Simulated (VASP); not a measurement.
A run of VASP 6.6.1 is set up as follows.

File INCAR:

```
PREC = Accurate
ENCUT = 520
EDIFF = 1E-7
ISMEAR = 0
SIGMA = 0.0102
LREAL = F
LASPH = T
NELM = 80
ALGO = Normal
ISIF = 2
LWAVE = F
LCHARG = T
GGA = PE
LELF = T
LVHAR = T
NBANDS = 33
```

KPOINTS

```
regular mesh
0
Gamma
  4 4 4
```

POSCAR

```
Ba2C
1.0
    0.0000000000      4.8690250000      0.0000000000
    4.8690250000      0.0000000000      0.0000000000
    2.4345130000      2.4345130000     -8.2384290000
Ba C
4 2
Direct
    0.5000000000      0.0000000000      0.0000000000
    0.0000000000      0.5000000000      0.0000000000
    0.3250000000      0.3250000000      0.3500000000
    0.6750000000      0.6750000000      0.6500000000
    0.1360000000      0.1360000000      0.7280000000
    0.8640000000      0.8640000000      0.2720000000
```

Potentials or basis: VASP PAW PBE potentials, release 64 (Ba_sv, C).

Run with:

```bash
$ cat potpaw_PBE.64/Ba_sv/POTCAR potpaw_PBE.64/C/POTCAR > POTCAR
$ mpirun -np 1 vasp_std > vasp.out
```

Question: Estimate the largest force.

Answer: 1.576 eV/Å.

Question: Predict the pressure.

Answer: -2.4 GPa.

Question: Predict the band gap on the k mesh.

Answer: Zero (bands 24 and 25 overlap by 0.26 eV).

Forces in eV/Å, atoms in the order of the input:
```
Ba   0.000  0.000  0.000
Ba   0.000  0.000  0.000
Ba   0.000  0.000 -1.576
Ba   0.000  0.000  1.576
C    0.000  0.000 -0.550
C    0.000  0.000  0.550
```

Caveat: spin-orbit coupling is left out, which moves the levels of the heavy elements; forces of over 1 eV/Å act on the atoms, so gaps and moduli don't describe the material at rest.
